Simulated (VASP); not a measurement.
# Si: single point with LDA

Si:

```xyz
2
Lattice="0.0000 2.4358 2.9220 2.4358 0.0000 2.9220 2.4358 2.4358 0.0000" Properties=species:S:1:pos:R:3 pbc="T T T"
Si    2.4358    2.4358    2.9220
Si    3.6537    3.6537    4.3829
```

This cell differs from its parent crystal: volume 17.336 Å^3 an atom, c/a of the conventional cell 1.1996.

- Program: VASP 6.6.1
- Task: single point
- Functional: LDA
- Potentials or basis: VASP PAW LDA potentials, release 64 (Si)
- Cutoff: 520 eV
- k mesh: 12 × 12 × 12
- Occupations: gaussian, width 0.05 eV
- Spin: no spin polarisation

The pressure is 13.9 GPa and the band gap on the k mesh is zero (band 4 reaches 7.98 eV, above the bottom of band 5 at 7.09 eV).

Stress tensor (GPa, compression positive):
```
20.90  0.00  0.00
 0.00 20.90  0.00
 0.00  0.00 -0.08
```

Levels at points of the mesh, in eV from the Fermi level:
```tsv
k point	band 1	band 2	band 3	band 4	band 5	band 6	band 7	band 8	band 9
(0.00, 0.00, 0.00)	-13.16	-1.28	0.44	0.44	2.42	2.42	2.94	3.69	6.33
(0.50, 0.00, 0.00)	-10.38	-7.87	-2.54	-0.33	0.45	3.75	3.98	7.93	9.99
(0.50, 0.50, 0.00)	-9.31	-9.31	-2.24	-2.24	1.26	1.26	10.59	10.59	11.17
(0.50, 0.00, 0.50)	-7.99	-7.99	-3.80	-3.80	-0.29	-0.29	8.50	8.50	10.70
```

It took 74 s on 1 thread of Intel(R) Xeon(R) Platinum 8259CL CPU @ 2.50GHz (Skylake/Cascade Lake), with other jobs on the host, peak memory 0.16 GiB.
